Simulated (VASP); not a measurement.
# MoS2 in VASP: notebook

The runs below take MoS2 through single point, relaxation of cell and atoms, with LDA, BLYP+D4, PBE, PBEsol+U.

Everything below comes from runs of VASP 6.6.1. Logs are shortened: lines on timing, memory, paths and dates and some standing lists are left out, and cuts for length are marked.

**1. The cell of the first run**

The cell holds a slab with vacuum, 6 atoms: a = 3.121 Å, b = 3.121 Å, c = 21.363 Å, α = 90.00°, β = 90.00°, γ = 120.00°.

**2. Single point, LDA**

INCAR reads:

```
SYSTEM = MoS2
PREC     = Accurate       ! precision mode
ENCUT    = 520            ! plane-wave cutoff, eV
EDIFF    = 1E-6           ! SCF threshold, eV
ISMEAR   = -1             ! smearing method
SIGMA    = 0.05           ! smearing width, eV
LREAL    = .FALSE.        ! projectors in reciprocal space
LASPH    = .TRUE.         ! aspherical terms in the spheres
NELM     = 60             ! most SCF steps
ALGO     = Normal         ! electronic algorithm
ISIF     = 2              ! what is computed and relaxed
LWAVE    = .FALSE.        ! write WAVECAR
LCHARG   = .FALSE.        ! write CHGCAR
NBANDS   = 35             ! bands
```

KPOINTS reads:

```
Automatic mesh
0
G
  10 10 2
  0 0 0
```

POSCAR reads:

```
MoS2
1.0
    3.1211149553      0.0000000000      0.0000000000
   -1.5605574777      2.7029648394      0.0000000000
    0.0000000000      0.0000000000     21.3634737405
Mo S
2 4
Direct
    0.3333333333      0.6666666667      0.8586841869
    0.6666666667      0.3333333333      0.1413158131
    0.6666666667      0.3333333333      0.7860359102
    0.3333333333      0.6666666667      0.0685248420
    0.6666666667      0.3333333333      0.9314751580
    0.3333333333      0.6666666667      0.2139640898
```

Potentials or basis: VASP PAW LDA potentials, release 64 (Mo_sv, S).

The run is started by

```sh
$ cat potpaw_LDA.64/Mo_sv/POTCAR potpaw_LDA.64/S/POTCAR > POTCAR
$ mpirun -np 1 vasp_std > vasp.out
```

OUTCAR:

```text
SYSTEM = MoS2
   PREC = Accurate
   ENCUT = 520
   EDIFF = 1E-6
   ISMEAR = -1
   LREAL = .FALSE.
   LASPH = .TRUE.
   NELM = 60
   ISIF = 2

 ion  position               nearest neighbor table
   1  0.333  0.667  0.859-   3 2.38   3 2.38   3 2.38   5 2.38   5 2.38   5 2.38
   2  0.667  0.333  0.141-   6 2.38   6 2.38   6 2.38   4 2.38   4 2.38   4 2.38
   3  0.667  0.333  0.786-   1 2.38   1 2.38   1 2.38
   4  0.333  0.667  0.069-   2 2.38   2 2.38   2 2.38
   5  0.667  0.333  0.931-   1 2.38   1 2.38   1 2.38
   6  0.333  0.667  0.214-   2 2.38   2 2.38   2 2.38

  LATTYP: Found a hexagonal cell.
 ALAT       =     3.1211149553
 C/A-ratio  =     6.8448211766

  Lattice vectors:

 A1 = (   3.1211149553,   0.0000000000,   0.0000000000)
 A2 = (  -1.5605574777,   2.7029648394,   0.0000000000)
 A3 = (   0.0000000000,   0.0000000000,  21.3634737405)

Analysis of symmetry for initial positions (statically):
=====================================================================
 Subroutine PRICEL returns:
 Original cell was already a primitive cell.

 Routine SETGRP: Setting up the symmetry group for a
 hexagonal supercell.

 Subroutine GETGRP returns: Found 12 space group operations
 (whereof 12 operations were pure point group operations)
 out of a pool of 24 trial point group operations.

The static configuration has the point symmetry D_3d.

Analysis of symmetry for dynamics (positions and initial velocities):
=====================================================================
 Subroutine PRICEL returns:
 Original cell was already a primitive cell.

 Routine SETGRP: Setting up the symmetry group for a
 hexagonal supercell.

 Subroutine GETGRP returns: Found 12 space group operations
 (whereof 12 operations were pure point group operations)
 out of a pool of 24 trial point group operations.

The dynamic configuration has the point symmetry D_3d.

 Subroutine INISYM returns: Found 12 space group operations
 (whereof 12 operations are pure point group operations),
 and found     1 'primitive' translations

----------------------------------------------------------------------------------------

                                     Primitive cell

  volume of cell :     180.2279

[... 95 lines left out ...]
   NELM   =     60;   NELMIN=  2; NELMDL= -5     # of ELM steps
   EDIFF  = 0.1E-05   stopping-criterion for ELM
   LREAL  =      F    real-space projection
   EDIFFG = 0.1E-04   stopping-criterion for IOM
   NSW    =      0    number of steps for IOM
   IBRION =     -1    ionic relax: 0-MD 1-quasi-New 2-CG
   NFREE  =      0    steps in history (QN), initial steepest desc. (CG)
   ISIF   =      2    stress and relaxation
   ISYM   =      2    0-nonsym 1-usesym 2-fastsym
   POTIM  = 0.5000    time-step for ionic-motion
   TEBEG  =    0.0;   TEEND  =   0.0 temperature during run
   PSTRESS=    0.0 pullay stress
   NELECT =      52.0000    total number of electrons
   NUPDOWN=      -1.0000    fix difference up-down
   EMIN   =  10.00;   EMAX   =-10.00  energy-range for DOS
   EFERMI =   0.00;   METHOD = LEGACY
   ISMEAR =    -1;   SIGMA  =   0.05  broadening in eV -4-tet -1-fermi 0-gaus
   EFERMI_NEDOS =   21; number of points for ismear=-14 and -15
   IALGO  =     38    algorithm
   IMIX   =      4    mixing-type and parameters
     AMIX     =   0.40;   BMIX     =  1.00
     AMIX_MAG =   1.60;   BMIX_MAG =  1.00
  volume/ion in A,a.u.               =      30.04       202.71
  Fermi-wavevector in a.u.,A,eV,Ry     =   1.081771  2.044250 15.921920  1.170228
  Thomas-Fermi vector in A             =   2.217796
   LORBIT       =      0    0 simple, 1 ext, 2 COOP (PROOUT), +10 PAW based schemes
   GGA     = CA    functional components
   LHFCALC =     F    Hartree Fock is set to
   AEXX    =    0.0000 exact exchange contribution
   IVDW    =     0    specifies the selected vdW correction
   LEPSILON=     F    determine dielectric tensor
   LRPA    =     F    only Hartree local field effects (RPA)
 non-spin polarized calculation
  energy-cutoff  :      520.00
  volume of cell :      180.23
 maximum number of plane-waves:      4892
 NGX is ok and might be reduce to    24
   NGX = 11   NGY = 11   NGZ = 79

 number of electron      52.0000002 magnetization

 Free energy of the ion-electron system (eV)
  ---------------------------------------------------
  ext. energy  EPLUGINS =         0.00000000
  ---------------------------------------------------
  free energy    TOTEN  =       -48.84652961 eV

  energy without entropy =      -48.84652926  energy(sigma->0) =      -48.84652944

 E-fermi :   2.5481     XC(G=0):  -6.9259

 val. band max:        1.9802374105   @ k =   0.0000   0.0000   0.0000
 cond. band min:       3.2231213511   @ k =   0.2000   0.2000   0.0000
 fundamental gap:      1.2428839406
 Fermi energy:         2.5481418889

 k-point     1 :       0.0000    0.0000    0.0000
  band No.  band energies     occupation
      1     -58.9528      2.00000
      2     -58.9528      2.00000
      3     -33.3479      2.00000
      4     -33.3478      2.00000
      5     -33.0538      2.00000
      6     -33.0538      2.00000
[... 901 lines left out ...]
     34       6.0661      0.00000
     35       7.9717      0.00000

 [... further k-points ...]

------------------------ aborting loop because EDIFF is reached ----------------------------------------

  FORCE on cell =-STRESS in cart. coord.  units (eV):
  Direction    XX          YY          ZZ          XY          YZ          ZX
  --------------------------------------------------------------------------------------
  -------------------------------------------------------------------------------------
  Total        0.0875546      0.0875546      0.0413311     -0.0000000      0.0000000      0.0000000
  in kB        0.7783368      0.7783368      0.3674222     -0.0000000      0.0000000      0.0000000
  external PRESSURE =       0.6413653 kB  Pullay stress =       0.0000000 kB

 VOLUME and BASIS-vectors are now :
 -----------------------------------------------------------------------------
  energy-cutoff  :      520.00
  volume of cell :      180.23
      direct lattice vectors                 reciprocal lattice vectors
     3.121114955  0.000000000  0.000000000     0.320398324  0.184982058  0.000000000
    -1.560557478  2.702964839  0.000000000     0.000000000  0.369964117  0.000000000
     0.000000000  0.000000000 21.363473741     0.000000000  0.000000000  0.046808867

 POSITION                                       TOTAL-FORCE (eV/Angst)
 -----------------------------------------------------------------------------------
     -0.00000      1.80198     18.34448         0.000000      0.000000      0.001183
      1.56056      0.90099      3.01900        -0.000000     -0.000000     -0.001183
      1.56056      0.90099     16.79246         0.000000      0.000000     -0.015670
     -0.00000      1.80198      1.46393         0.000000      0.000000     -0.015776
      1.56056      0.90099     19.89955        -0.000000     -0.000000      0.015776
     -0.00000      1.80198      4.57102         0.000000      0.000000      0.015670
 -----------------------------------------------------------------------------------
    total drift:                               -0.000000      0.000000      0.000000

  FREE ENERGIE OF THE ION-ELECTRON SYSTEM (eV)
  ---------------------------------------------------
  free  energy   TOTEN  =       -48.8465296098 eV

  energy  without entropy=      -48.8465292602  energy(sigma->0) =      -48.84652944
```

Wall time 2 min (1 thread of Intel Xeon 6975P-C (Granite Rapids), shared host); peak memory 0.31 GiB.

Results:

```yaml
Free_energy: -48.8465 eV
Largest_force: 0.016 eV/Å
Band_gap_on_the_k_mesh: 1.24 eV (least direct gap 2.06 eV)
```

Forces in eV/Å, atoms in the order of the input:
```
Mo   0.000  0.000  0.001
Mo   0.000  0.000 -0.001
S    0.000  0.000 -0.016
S    0.000  0.000 -0.016
S    0.000  0.000  0.016
S    0.000  0.000  0.016
```

Caveat: there is no dipole correction, which matters where the two faces differ.

**3. Single point, BLYP+D4**

This run uses another cell than the first one.

INCAR reads:

```
  AGGAC = 1.0
  AGGAX = 1.0
  ALDAC = 0.0
  ALDAX = 1.0
  ALGO = Normal
  EDIFF = 1E-6
  ENCUT = 520
  GGA = B5
  ISIF = 2
  ISMEAR = -1
  IVDW = 13
  LASPH = True
  LCHARG = False
  LREAL = False
  LWAVE = False
  NBANDS = 35
  NELM = 80
  PREC = Accurate
  SIGMA = 0.05
  VDW_A1 = 0.44488865
  VDW_A2 = 4.0933009
  VDW_S6 = 1.0
  VDW_S8 = 2.34076671
```

KPOINTS reads:

```
k-points
0
Gamma
  10 10 2
```

POSCAR reads:

```
MoS2
1.0
    3.1982173318      0.0000000000      0.0000000000
   -1.5991086659      2.7697374562      0.0000000000
    0.0000000000      0.0000000000     21.1340777499
Mo S
2 4
Direct
    0.3333333333      0.6666666667      0.8581205478
    0.6666666667      0.3333333333      0.1418794522
    0.6666666667      0.3333333333      0.7837861042
    0.3333333333      0.6666666667      0.0677489925
    0.6666666667      0.3333333333      0.9322510075
    0.3333333333      0.6666666667      0.2162138958
```

Potentials or basis: VASP PAW PBE potentials, release 64 (Mo_sv, S).

The run is started by

```sh
$ cat potpaw_PBE.64/Mo_sv/POTCAR potpaw_PBE.64/S/POTCAR > POTCAR
$ mpirun -np 1 vasp_std > vasp.out
```

Wall time 2.7 min (1 thread of Intel Xeon 6975P-C (Granite Rapids), shared host); peak memory 0.36 GiB.

Results (log left out):

* Free energy: -42.9329 eV
* Largest force: 0.008 eV/Å
* Band gap on the k mesh: 1.16 eV (least direct gap 1.83 eV)
* Dispersion energy per atom: -0.731 eV

Forces on the atoms (eV/Å):
```
Mo   0.000  0.000 -0.004
Mo   0.000  0.000  0.004
S    0.000  0.000 -0.003
S    0.000  0.000  0.008
S    0.000  0.000 -0.008
S    0.000  0.000  0.003
```

Levels at points of the mesh, in eV from the valence-band top:
| k point | band 23 | band 24 | band 25 | band 26 | band 27 | band 28 | band 29 | band 30 |
| --- | --- | --- | --- | --- | --- | --- | --- | --- |
| (0.00, 0.00, 0.00) | -2.06 | -1.73 | -0.74 | 0.00 | 2.10 | 2.10 | 2.13 | 2.13 |
| (0.50, 0.00, 0.00) | -1.64 | -1.50 | -1.17 | -1.09 | 1.56 | 1.59 | 2.02 | 2.15 |
| (0.00, 0.00, 0.50) | -2.06 | -1.73 | -0.74 | 0.00 | 2.10 | 2.10 | 2.13 | 2.13 |
| (0.50, 0.00, 0.50) | -1.64 | -1.50 | -1.17 | -1.09 | 1.56 | 1.59 | 2.02 | 2.15 |

Caveat: there is no dipole correction, which matters where the two faces differ; the PAW data sets were made with another functional, which shifts forces and pressure a little.

(Continued in part 2 of 2.)
